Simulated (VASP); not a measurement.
A run of VASP 6.6.1:

File INCAR:

```
SYSTEM = TiTe2
PREC = Accurate
ENCUT = 520
EDIFF = 1E-7
ISMEAR = 0
SIGMA = 0.1
LREAL = .FALSE.
LASPH = .TRUE.
NELM = 80
ALGO = Normal
ISIF = 2
LWAVE = .FALSE.
LCHARG = .TRUE.
GGA = PE
LELF = .TRUE.
LVHAR = .TRUE.
NBANDS = 19
```

The input KPOINTS:

```
regular mesh
0
G
  6 6 6
  0 0 0
```

The input POSCAR:

```
TiTe2
1.0
    5.2946559003      0.0000000000      0.0000000000
   -2.6473279501      4.5853065139      0.0000000000
    0.0000000000      0.0000000000      3.1191416102
Ti Te
1 2
Direct
    0.0000000000      0.0000000000      0.0000000000
    0.3333333333      0.6666666667      0.5000000000
    0.6666666667      0.3333333333      0.5000000000
```

Potentials or basis: VASP PAW PBE potentials, release 64 (Ti_sv, Te).

Command:

```console
$ cat potpaw_PBE.64/Ti_sv/POTCAR potpaw_PBE.64/Te/POTCAR > POTCAR
$ mpirun -np 1 vasp_std > vasp.out
```

Hardware: 1 thread of Intel Xeon 8259CL, with other jobs on the host.

Estimate the wall time of this run.

Wall time 83 s on 1 thread of Intel Xeon 8259CL (shared host), peak memory 0.2 GiB. Counts: scf iterations 18, k points 28.
